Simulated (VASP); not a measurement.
AlRu (sol), 2 atoms in the cell. Symmetry: Pm-3m, No. 221, cubic system. The conventional cell has a = 2.976 Å, b = 2.976 Å, c = 2.976 Å, α = 90.00°, β = 90.00°, γ = 90.00°. Al (site symmetry m-3m) has 8 Ru at 2.58 Å and 6 Al at 2.98 Å within 3.4 Å. Within 3.4 Å of Ru (site symmetry m-3m) lie 8 Al at 2.58 Å and 6 Ru at 2.98 Å. 

| Property | Result |
| --- | --- |
| Program | VASP 6.6.1 |
| Task | single point |
| Functional | PBEsol |
| Potentials or basis | VASP PAW PBE potentials, release 64 (Al, Ru_pv) |
| Cutoff | 500 eV |
| k mesh | 14 × 14 × 14 |
| Occupations | gaussian, width 0.1 eV |
| Spin | no spin polarisation |
| Dipole correction | no |
| Further INCAR settings | ALGO = Normal; EDIFF = 1e-06; NBANDS = 16 |

Potentials or basis: VASP PAW PBE potentials, release 64 (Al, Ru_pv).

Launch:

```bash
$ cat potpaw_PBE.64/Al/POTCAR potpaw_PBE.64/Ru_pv/POTCAR > POTCAR
$ mpirun -np 1 vasp_std > vasp.out
```

Hardware: 1 thread of Intel(R) Xeon(R) Platinum 8488C (Sapphire Rapids), with other jobs on the host.

**Question.** How long does it take, and how much memory?

**Answer.** It took 17 s on 1 thread of Intel(R) Xeon(R) Platinum 8488C (Sapphire Rapids), on a shared host, peak memory 0.17 GiB. Counts: scf iterations 12, k points 120.
